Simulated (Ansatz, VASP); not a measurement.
## MgS: VASP beside Ansatz

```
Mg S
1.0
     4.02863    0.00000    0.00000
    -2.01431    3.48889    0.00000
     0.00000    0.00000    6.71257
Mg S
2 2
Direct
  0.33333 0.66667 0.00088
  0.66667 0.33333 0.50088
  0.33333 0.66667 0.37412
  0.66667 0.33333 0.87412
```

Change from the starting cell: uniaxial_z strain +4.0%.

Alike in both runs: task single point; functional HSE06; k mesh 6 × 6 × 4; no spin polarisation.

|  | VASP | Ansatz |
| --- | --- | --- |
| version | VASP 6.6.1 | Ansatz 0.2.0 |
| potentials or method | VASP PAW PBE potentials, release 64 (Mg, S) | plane waves, PAW |
| plane-wave cutoff (eV) | 520 | 420 |
| occupations | gaussian, width 0.01 eV | fixed |
| valence electrons in the cell | 16 | 32 |

Ansatz gave:

| Quantity | Value |
| --- | --- |
| gap on the k mesh at the Fermi level (eV) | 4.34 |
| pressure (GPa) | -2.1 |
| traceless stress, the component that is largest in VASP (GPa) | -1.36 |

Problem. Estimate VASP's values.

Solution. gap on the k mesh at the Fermi level (eV): 4.32; pressure (GPa): -2.3; traceless stress, the component that is largest in VASP (GPa): -1.36.

VASP's potentials hold 16 valence electrons a cell and Ansatz's 32, so a difference there can come from the potentials and not from the codes. Ansatz's warnings: stress exchange threshold loose, stress scf threshold loose.
